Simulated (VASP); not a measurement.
CuO, 4 atoms in the cell. The typed cell holds 4 atoms: a = 2.988 Å, b = 2.816 Å, c = 5.493 Å, α = 74.89°, β = 74.25°, γ = 66.24°. 

| Item | Value |
| --- | --- |
| Program | VASP 6.6.1 |
| Task | single point |
| Functional | r2SCAN |
| Potentials or basis | VASP PAW PBE potentials, release 64 (Cu, O) |
| Cutoff | 520 eV |
| k mesh | 10 × 10 × 5 |
| Occupations | fermi-dirac, width 0.05 eV |
| Spin | no spin polarisation |
| Dipole correction | no |
| Further INCAR settings | ALGO = Normal; EDIFF = 1e-07; NBANDS = 25 |

Potentials or basis: VASP PAW PBE potentials, release 64 (Cu, O).

The run is started by

```sh
$ cat potpaw_PBE.64/Cu/POTCAR potpaw_PBE.64/O/POTCAR > POTCAR
$ cp INCAR.step1 INCAR
$ mpirun -np 1 vasp_std > vasp.out
$ cp INCAR.step2 INCAR
$ mpirun -np 1 vasp_std > vasp.out
```

Hardware: 1 thread of Intel(R) Xeon(R) Platinum 8124M CPU @ 3.00GHz (Skylake/Cascade Lake), on a shared host.

Question: Estimate the wall time of this run.

Answer: It took 12 min on 1 thread of Intel(R) Xeon(R) Platinum 8124M CPU @ 3.00GHz (Skylake/Cascade Lake), on a shared host, peak memory 0.33 GiB. Counts: k points 252.
